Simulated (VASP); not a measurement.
Write the native input for VASP 6.6.1 that does the following.

```
Task                   : single point
Functional             : PBEsol
Potentials or basis    : VASP PAW PBE potentials, release 64 (Mo_sv, Si)
Cutoff                 : 520 eV
k mesh                 : 6 × 6 × 1
Occupations            : gaussian, width 0.1 eV
Spin                   : no spin polarisation
Dipole correction      : yes
Further INCAR settings : ALGO = Normal; EDIFF = 1e-07; NBANDS = 53
```

The structure of SiMo6 lies in POSCAR:

```
SiMo6
1.0
    4.4256825773      0.0000000000      0.0000000000
   -2.2128412886      3.8327535410      0.0000000000
    0.0000000000      0.0000000000     19.7247696212
Mo Si
6 1
Direct
    0.6666666666      0.3333333333      0.2027907082
    0.3333333333      0.6666666667      0.2485904154
    0.0000000000      0.0000000000      0.2943901226
    0.6666666666      0.3333333333      0.3368101106
    0.3333333333      0.6666666667      0.3772266206
    0.0000000000      0.0000000000      0.4169767140
    0.2222222222      0.4444444444      0.4983566026
```

The input as run:

INCAR

```
PREC = Accurate
ENCUT = 520
EDIFF = 1E-7
ISMEAR = 0
SIGMA = 0.1
LREAL = F
LASPH = T
NELM = 100
ALGO = Normal
ISIF = 2
LWAVE = F
LCHARG = T
LDIPOL = T
IDIPOL = 3
DIPOL = 0.5 0.5 0.339
GGA = PS
LELF = T
LVHAR = T
LVACPOTAV = T
NBANDS = 53
```

KPOINTS

```
Automatic mesh
0
Gamma
  6 6 1
```

Potentials or basis: VASP PAW PBE potentials, release 64 (Mo_sv, Si).

Run with:

```sh
$ cat potpaw_PBE.64/Mo_sv/POTCAR potpaw_PBE.64/Si/POTCAR > POTCAR
$ mpirun -np 1 vasp_std > vasp.out
```

It gave:

```yaml
Largest_force: 2.036 eV/Å
Band_gap_on_the_k_mesh: zero (bands 44 and 45 overlap by 0.13 eV)
```

Caveat: the PAW data sets were made with another functional, which shifts forces and pressure a little.

Wall time 5.8 min on 1 thread of Intel(R) Xeon(R) 6975P-C (Granite Rapids), with other jobs on the host, peak memory 0.55 GiB.
